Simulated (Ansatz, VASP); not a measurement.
**W: VASP beside Ansatz**

Contents of INCAR:

```
SYSTEM = W
PREC = Accurate
ENCUT = 520
EDIFF = 1E-6
ISMEAR = 0
SIGMA = 0.15
LREAL = .FALSE.
LASPH = .TRUE.
NELM = 60
ALGO = Fast
ISIF = 2
LWAVE = .FALSE.
LCHARG = .FALSE.
GGA = PE
NBANDS = 13
```

File KPOINTS:

```
regular mesh
0
G
  20 20 20
  0 0 0
```

The input POSCAR:

```
W
1.0
   -1.5281756015      1.6396050724      1.6396050724
    1.6396050724     -1.5281756015      1.6396050724
    1.6396050724      1.6396050724     -1.5281756015
W
1
Direct
    0.0000000000      0.0000000000      0.0000000000
```

Input for Ansatz:

```yaml
crystal:
  lattice:
    - [-1.5281756015, 1.6396050724, 1.6396050724]
    - [1.6396050724, -1.5281756015, 1.6396050724]
    - [1.6396050724, 1.6396050724, -1.5281756015]
  atoms:
    - { symbol: W, position: [0.0, 0.0, 0.0] }
basis:
  ecutwfc: 420
kpoints:
  mp_grid: { grid: [20, 20, 20] }
hamiltonian:
  xc: pbe
  pseudopotentials: { kind: paw, azcp: { folder: soft_1 } }
scf:
  occupations: { method: gaussian, width: 0.15 }
output:
  forces: true
  stress: true
  eigenvalues: true
```

Change from the starting cell: equal engineering shear yz, xz and xy +0.0700, equal normal strain along x, y and z +0.0300.

Alike in both runs: task single point; functional PBE; k mesh 20 × 20 × 20; occupations gaussian, width 0.15 eV; no spin polarisation.

|  | VASP | Ansatz |
| --- | --- | --- |
| version | VASP 6.6.1 | Ansatz 0.2.0 |
| potentials or method | VASP PAW PBE potentials, release 64 (W_sv), cutoff 520 eV | scalar-relativistic, plane waves, PAW |
| valence electrons in the cell | 14 | 14 |

|  | VASP | Ansatz | Ansatz less VASP |
| --- | --- | --- | --- |
| gap on the k mesh at the Fermi level (eV) | none | none | - |
| pressure (GPa) | -19.4 | -19.7 | -0.29 |
| traceless stress, the component that is largest in VASP (GPa) | -5.72 | -5.67 | +0.054 |

A gap of «none» marks a metal or a gap that the smearing closes.

Neither program's run includes spin-orbit coupling.
